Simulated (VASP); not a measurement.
Write the native input for VASP 6.6.1 that does the following.

```yaml
Task: single point
Functional: PBE
Potentials_or_basis: VASP PAW PBE potentials, release 64 (Cd, Se)
Cutoff: 520 eV
k_mesh: 6 × 6 × 6
Occupations: gaussian, width 0.01 eV
Spin: no spin polarisation
Dipole_correction: no
Further_INCAR_settings: ALGO = Normal; EDIFF = 1e-06; NBANDS = 16
```

The structure of CdSe lies in POSCAR:

```
CdSe
1.0
    0.0000000000      3.0984818821      3.0984818821
    3.0984818821      0.0000000000      3.0984818821
    3.0984818821      3.0984818821      0.0000000000
Cd Se
1 1
Direct
    0.0000000000      0.0000000000      0.0000000000
    0.7500000000      0.7500000000      0.7500000000
```

These files were run (other wordings do the same):

INCAR

```
PREC = Accurate ; ENCUT = 520
EDIFF = 1E-6 ; ISMEAR = 0
SIGMA = 0.01 ; LREAL = F
LASPH = T ; NELM = 60
ALGO = Normal ; ISIF = 2
LWAVE = F ; LCHARG = T
GGA = PE ; LELF = T
LVHAR = T ; NBANDS = 16
```

KPOINTS

```
regular mesh
0
Gamma
  6 6 6
```

Potentials or basis: VASP PAW PBE potentials, release 64 (Cd, Se).

Launch:

```console
$ cat potpaw_PBE.64/Cd/POTCAR potpaw_PBE.64/Se/POTCAR > POTCAR
$ mpirun -np 1 vasp_std > vasp.out
```

Results of the run:

| Quantity | Value |
| --- | --- |
| Pressure | 0.2 GPa |
| Band gap on the k mesh | 0.49 eV, direct |

Wall time 18 s on 1 thread of Intel Xeon 8259CL, with other jobs on the host, peak memory 0.21 GiB.
